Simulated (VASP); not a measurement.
AlN, 2 atoms in the cell. The structure is trigonal, space group R-3m (No. 166). Conventional cell: a = 2.842 Å, b = 2.842 Å, c = 7.853 Å, α = 90.00°, β = 90.00°, γ = 120.00°. Within 2.8 Å of Al (site symmetry -3m) lie 6 N at 2.10 Å. N (site symmetry -3m) has 6 Al at 2.10 Å within 2.8 Å. 

| Item | Value |
| --- | --- |
| Program | VASP 6.6.1 |
| Task | single point |
| Functional | PBEsol |
| Potentials or basis | VASP PAW PBE potentials, release 64 (Al, N) |
| Cutoff | 520 eV |
| k mesh | 10 × 10 × 10 |
| Occupations | gaussian, width 0.05 eV |
| Spin | no spin polarisation |
| Dipole correction | no |
| Further INCAR settings | ALGO = Normal; EDIFF = 1e-07; NBANDS = 11 |

Potentials or basis: VASP PAW PBE potentials, release 64 (Al, N).

Command:

```console
$ cat potpaw_PBE.64/Al/POTCAR potpaw_PBE.64/N/POTCAR > POTCAR
$ mpirun -np 1 vasp_std > vasp.out
```

Hardware: 1 thread of Intel Xeon 8259CL, with other jobs on the host.

Q: How long does it take, and how much memory?

A: Wall time 18 s on 1 thread of Intel Xeon 8259CL (shared host), peak memory 0.15 GiB. Counts: scf iterations 13, k points 116.
